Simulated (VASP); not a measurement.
# GaRe12 in VASP: further runs

Runs on GaRe12. Level: PBE. Tasks: single point.

Everything below comes from runs of VASP 6.6.1. Logs are shortened: lines on timing, memory, paths and dates and some standing lists are left out, and cuts for length are marked.

## 1. The cell of the first run

The cell holds a slab with vacuum, 13 atoms: a = 5.520 Å, b = 5.520 Å, c = 16.457 Å, α = 90.00°, β = 90.00°, γ = 60.00°.

## 2. Single point, PBE

The input, INCAR:

```
SYSTEM = GaRe12
PREC = Accurate ; ENCUT = 520
EDIFF = 1E-7 ; ISMEAR = 0
SIGMA = 0.15 ; LREAL = .FALSE.
LASPH = .TRUE. ; NELM = 60
ALGO = Normal ; ISIF = 2
LWAVE = .FALSE. ; LCHARG = .FALSE.
GGA = PE ; NBANDS = 60
```

The input, KPOINTS:

```
Automatic mesh
0
G
  4 4 1
  0 0 0
```

The input, POSCAR:

```
GaRe12
1.0
    5.5200000000      0.0000000000      0.0000000000
    2.7600000000      4.7804600000      0.0000000000
    0.0000000000      0.0000000000     16.4574000000
Re Ga
12 1
Direct
    0.0000000000      0.0000000000      0.0607628787
    0.5000000000      0.0000000000      0.0607628787
    0.0000000000      0.5000000000      0.0607628787
    0.5000000000      0.5000000000      0.0607628787
   -0.1656945659      0.3342956536      0.1917858228
    0.3363819471      0.3308466131      0.1918086089
   -0.1693009814      0.8365508759      0.1917499727
    0.3316938321      0.8318496546      0.1944475434
   -0.0117539833      0.0131202855      0.3263759768
    0.4968376402     -0.0023941211      0.3244638278
    0.0048471413      0.5055231087      0.3247648474
    0.5127016352      0.4887253528      0.3265368770
    0.2698824889      0.7729038628      0.4561826899
```

Potentials or basis: VASP PAW PBE potentials, release 64 (Re, Ga_d).

The run is started by

```
$ cat potpaw_PBE.64/Re/POTCAR potpaw_PBE.64/Ga_d/POTCAR > POTCAR
$ mpirun -np 1 vasp_std > vasp.out
```

OUTCAR:

```text
SYSTEM = GaRe12
   PREC = Accurate
   ENCUT = 520
   EDIFF = 1E-7
   ISMEAR = 0
   LREAL = .FALSE.
   LASPH = .TRUE.
   NELM = 60
   ISIF = 2
   GGA = PE

 ion  position               nearest neighbor table
   1  0.000  0.000  0.061-   7 2.68   5 2.68   8 2.71   3 2.76   3 2.76   4 2.76   4 2.76   2 2.76
                             2 2.76
   2  0.500  0.000  0.061-   7 2.67   6 2.67   8 2.73   4 2.76   3 2.76   4 2.76   3 2.76   1 2.76
                             1 2.76
   3  0.000  0.500  0.061-   5 2.68   7 2.69   6 2.69   1 2.76   1 2.76   2 2.76   2 2.76   4 2.76
                             4 2.76
   4  0.500  0.500  0.061-   6 2.68   5 2.68   8 2.71   2 2.76   1 2.76   2 2.76   1 2.76   3 2.76
                             3 2.76
   5  0.834  0.334  0.192-   3 2.68   1 2.68   4 2.68   9 2.70  12 2.70  11 2.73   7 2.76   6 2.76
                             8 2.76   8 2.76   6 2.76   7 2.76
   6  0.336  0.331  0.192-   2 2.67   4 2.68   3 2.69  11 2.70  10 2.70   7 2.73  12 2.73   8 2.75
                             5 2.76   5 2.76   8 2.77   7 2.79
   7  0.831  0.837  0.192-   2 2.67   1 2.68   3 2.69  11 2.70  10 2.71   6 2.73   9 2.73   8 2.75
                             5 2.76   5 2.76   8 2.77   6 2.79
   8  0.332  0.832  0.194-  10 2.66   1 2.71   4 2.71   9 2.72  12 2.72   2 2.73   7 2.75   6 2.75
                             5 2.76   5 2.76   6 2.77   7 2.77
   9  0.988  0.013  0.326-  13 2.58  12 2.63   5 2.70   8 2.72   7 2.73  10 2.76  11 2.76  11 2.77
                            10 2.77  12 2.89
  10  0.497  0.998  0.324-   8 2.66   6 2.70   7 2.71  12 2.76   9 2.76  11 2.76  11 2.76   9 2.77
                            12 2.77  13 3.06
  11  0.005  0.506  0.325-   7 2.70   6 2.70   5 2.73   9 2.76  12 2.76  10 2.76  10 2.76  12 2.76
                             9 2.77
  12  0.513  0.489  0.327-  13 2.59   9 2.63   5 2.70   8 2.72   6 2.73  10 2.76  11 2.76  11 2.76
                            10 2.77   9 2.89
  13  0.270  0.773  0.456-   9 2.58  12 2.59  10 3.06

  LATTYP: Found a hexagonal cell.
 ALAT       =     5.5199998018
 C/A-ratio  =     2.9814131505

  Lattice vectors:

 A1 = (  -2.7600000000,  -4.7804600000,   0.0000000000)
 A2 = (   5.5200000000,   0.0000000000,   0.0000000000)
 A3 = (   0.0000000000,   0.0000000000,  16.4574000000)

Analysis of symmetry for initial positions (statically):
=====================================================================
 Subroutine PRICEL returns:
 Original cell was already a primitive cell.

 Routine SETGRP: Setting up the symmetry group for a
 hexagonal supercell.

 Subroutine GETGRP returns: Found  1 space group operations
 (whereof  1 operations were pure point group operations)
 out of a pool of 24 trial point group operations.

The static configuration has the point symmetry C_1 .
[... 137 lines left out ...]
   IALGO  =     38    algorithm
   IMIX   =      4    mixing-type and parameters
     AMIX     =   0.40;   BMIX     =  1.00
     AMIX_MAG =   1.60;   BMIX_MAG =  1.00
  volume/ion in A,a.u.               =      33.41       225.44
  Fermi-wavevector in a.u.,A,eV,Ry     =   0.993289  1.877043 13.423808  0.986622
  Thomas-Fermi vector in A             =   2.125160
   LORBIT       =      0    0 simple, 1 ext, 2 COOP (PROOUT), +10 PAW based schemes
   GGA     = PE    functional components
   LHFCALC =     F    Hartree Fock is set to
   AEXX    =    0.0000 exact exchange contribution
   IVDW    =     0    specifies the selected vdW correction
   LEPSILON=     F    determine dielectric tensor
   LRPA    =     F    only Hartree local field effects (RPA)
 non-spin polarized calculation
 Gauss-broadening in eV      SIGMA  =   0.15
  energy-cutoff  :      520.00
  volume of cell :      434.28
 maximum number of plane-waves:     11704
 NGX is ok and might be reduce to    42
   NGX = 21   NGY = 21   NGZ = 61

 number of electron      96.9999989 magnetization

 Free energy of the ion-electron system (eV)
  ---------------------------------------------------
  ext. energy  EPLUGINS =         0.00000000
  ---------------------------------------------------
  free energy    TOTEN  =      -142.92851200 eV

  energy without entropy =     -142.71817210  energy(sigma->0) =     -142.82334205

 E-fermi :   0.9973     XC(G=0):  -7.3451

 val. band max:        0.9845529266   @ k =   0.5000   0.5000   0.0000
 cond. band min:       1.0031401427   @ k =   0.2500   0.2500   0.0000
 fundamental gap:      0.0185872160
 Fermi energy:         0.9973250444

 k-point     1 :       0.0000    0.0000    0.0000
  band No.  band energies     occupation
      1     -13.5297      2.00000
      2     -13.5263      2.00000
      3     -13.5091      2.00000
      4     -13.4911      2.00000
      5     -13.4855      2.00000
      6      -8.3237      2.00000
[... 619 lines left out ...]
     59       2.7724      0.00000
     60       2.8993      0.00000

------------------------ aborting loop because EDIFF is reached ----------------------------------------

  FORCE on cell =-STRESS in cart. coord.  units (eV):
  Direction    XX          YY          ZZ          XY          YZ          ZX
  --------------------------------------------------------------------------------------
  -------------------------------------------------------------------------------------
  Total       -8.1704140     -7.5481472     -0.8124632     -0.5469120     -0.2733918     -0.3295382
  in kB      -30.1428738    -27.8471627     -2.9973973     -2.0177067     -1.0086164     -1.2157560
  external PRESSURE =     -20.3291446 kB  Pullay stress =       0.0000000 kB

 VOLUME and BASIS-vectors are now :
 -----------------------------------------------------------------------------
  energy-cutoff  :      520.00
  volume of cell :      434.28
      direct lattice vectors                 reciprocal lattice vectors
     5.520000000  0.000000000  0.000000000     0.181159420 -0.104592445  0.000000000
     2.760000000  4.780460000  0.000000000     0.000000000  0.209184890  0.000000000
     0.000000000  0.000000000 16.457400000     0.000000000  0.000000000  0.060762939

 POSITION                                       TOTAL-FORCE (eV/Angst)
 -----------------------------------------------------------------------------------
      0.00000      0.00000      1.00000         0.008608      0.054564      0.084626
      2.76000      0.00000      1.00000        -0.128990     -0.069138      0.056791
      1.38000      2.39023      1.00000         0.116841      0.069574     -0.036217
      4.14000      2.39023      1.00000         0.051737     -0.017418      0.086272
      5.52802      1.59809      3.15630         0.008325      0.008589     -0.022217
      2.76997      1.58160      3.15667        -0.001368     -0.001602     -0.020170
      6.89434      3.99910      3.15571        -0.006685     -0.001863     -0.012261
      4.12685      3.97662      3.20010         0.001585     -0.000715     -0.007662
      5.49133      0.06272      5.37130        -0.032416      0.056875     -0.034426
      5.49594      4.76901      5.33983        -0.006113     -0.008243     -0.049090
      1.42200      2.41663      5.34478         0.011428      0.003546     -0.037715
      4.17900      2.33633      5.37395         0.030040     -0.047775     -0.030230
      3.62297      3.69484      7.50758        -0.052991     -0.046394      0.022301
 -----------------------------------------------------------------------------------
    total drift:                                0.000212     -0.000042     -0.000817

  FREE ENERGIE OF THE ION-ELECTRON SYSTEM (eV)
  ---------------------------------------------------
  free  energy   TOTEN  =      -142.9285120022 eV

  energy  without entropy=     -142.7181721006  energy(sigma->0) =     -142.82334205
```

OSZICAR:

```text
N       E                     dE             d eps       ncg     rms          rms(c)
DAV:   1     0.158140219945E+04    0.15814E+04   -0.30277E+04  1704   0.171E+03
DAV:   2     0.211677141804E+03   -0.13697E+04   -0.12821E+04  2104   0.165E+03
DAV:   3    -0.842424145131E+02   -0.29592E+03   -0.27364E+03  2384   0.795E+02
[... 25 lines left out ...]
DAV:  29    -0.142928510253E+03   -0.21744E-05   -0.38466E-06  1336   0.807E-03    0.432E-03
DAV:  30    -0.142928511251E+03   -0.99825E-06   -0.21999E-06  1232   0.714E-03    0.421E-03
DAV:  31    -0.142928511757E+03   -0.50579E-06   -0.12987E-06  1168   0.604E-03    0.258E-03
DAV:  32    -0.142928511914E+03   -0.15730E-06   -0.72084E-07  1032   0.698E-03    0.280E-03
DAV:  33    -0.142928512002E+03   -0.88287E-07   -0.49502E-07  1064   0.388E-03
   1 F= -.14292851E+03 E0= -.14282334E+03  d E =-.210340E+00
```

stdout:

```text
POSCAR found type information on POSCAR ReGa
 POSCAR found :  2 types and      13 ions
 scaLAPACK will be used
 LDA part: xc-table for (Slater+PW92), standard interpolation
 POSCAR, INCAR and KPOINTS ok, starting setup
 FFT: planning ... GRIDC
 FFT: planning ... GRID_SOFT
 FFT: planning ... GRID
 WAVECAR not read
 entering main loop
```

It took 29 min on 1 thread of Intel Xeon 8259CL, shared host; peak memory 0.63 GiB.

What came out:

* Free energy: -142.9285 eV
* Largest force: 0.157 eV/Å
* Band gap on the k mesh: zero (an odd number of electrons rules out a gap without spin polarisation)

Forces on the atoms (eV/Å):
```
Re   0.009  0.055  0.085
Re  -0.129 -0.069  0.057
Re   0.117  0.070 -0.036
Re   0.052 -0.017  0.086
Re   0.008  0.009 -0.022
Re  -0.001 -0.002 -0.020
Re  -0.007 -0.002 -0.012
Re   0.002 -0.001 -0.008
Re  -0.032  0.057 -0.034
Re  -0.006 -0.008 -0.049
Re   0.011  0.004 -0.038
Re   0.030 -0.048 -0.030
Ga  -0.053 -0.046  0.022
```

Levels at points of the mesh, in eV from the Fermi level:
```csv
k point,band 45,band 46,band 47,band 48,band 49,band 50,band 51,band 52,band 53,band 54
"(0.00, 0.00, 0.00)",0.13,0.36,0.52,0.57,0.75,0.80,0.85,0.91,1.00,1.15
"(0.50, 0.00, 0.00)",-1.01,-0.94,-0.51,-0.36,-0.30,-0.13,-0.04,0.36,0.57,0.80
"(0.50, 0.50, 0.00)",-1.03,-0.98,-0.39,-0.38,-0.19,-0.09,-0.01,0.31,0.32,0.95
"(0.00, 0.50, 0.00)",-1.01,-0.94,-0.51,-0.36,-0.30,-0.13,-0.04,0.36,0.57,0.80
```

Caveat: there is no dipole correction, which matters where the two faces differ; spin-orbit coupling is left out, which moves the levels of the heavy elements.

[end of part 1 of 2]

The gap in the log of VASP goes by the Fermi energy; the results here count the filled bands.